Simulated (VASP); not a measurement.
Runs of VASP 6.6.1 on Hf. The structure is that of space group Cmcm (No. 63), or close to it. The cells are those of the table. 

```csv
cell,further INCAR settings,gap on the mesh (eV),pressure (GPa),largest force (eV/Å)
"a = 3.436, b = 3.084, c = 5.058 Å, angles 90.0, 90.0, 123.9°, 2 atoms",ALGO = Fast; EDIFF = 1e-06; NBANDS = 17,none,1.3,0.45
"a = 2.837, b = 3.391, c = 5.058 Å, angles 90.0, 90.0, 114.7°, 2 atoms",ALGO = Fast; EDIFF = 1e-07; NBANDS = 17,none,2.7,0.33
"a = 2.957, b = 3.323, c = 5.058 Å, angles 90.0, 90.0, 116.4°, 2 atoms",ALGO = Fast; EDIFF = 1e-07; NBANDS = 17,none,(a),0.27
"a = 3.077, b = 3.258, c = 5.058 Å, angles 90.0, 90.0, 118.2°, 2 atoms",ALGO = Fast; EDIFF = 1e-06; NBANDS = 17,none,0.6,0.18
"a = 3.317, b = 3.138, c = 5.058 Å, angles 90.0, 90.0, 121.9°, 2 atoms",ALGO = Fast; EDIFF = 1e-07; NBANDS = 17,none,0.6,0.22
```

Alike in all rows: task single point; level PBE; potentials or basis VASP PAW PBE potentials, release 64 (Hf_pv); no spin polarisation; k mesh 18 × 18 × 10; cutoff (eV) 520; smearing gaussian 0.15 eV.

Question: Estimate the missing entries.

Answer: (a) 1.4.

Caveats: spin-orbit coupling is left out, which moves the levels of the heavy elements.

A k mesh can miss the band edges, and the runs leave out spin-orbit coupling on Hf.

A gap of «none» marks levels without a gap at the run's occupations.
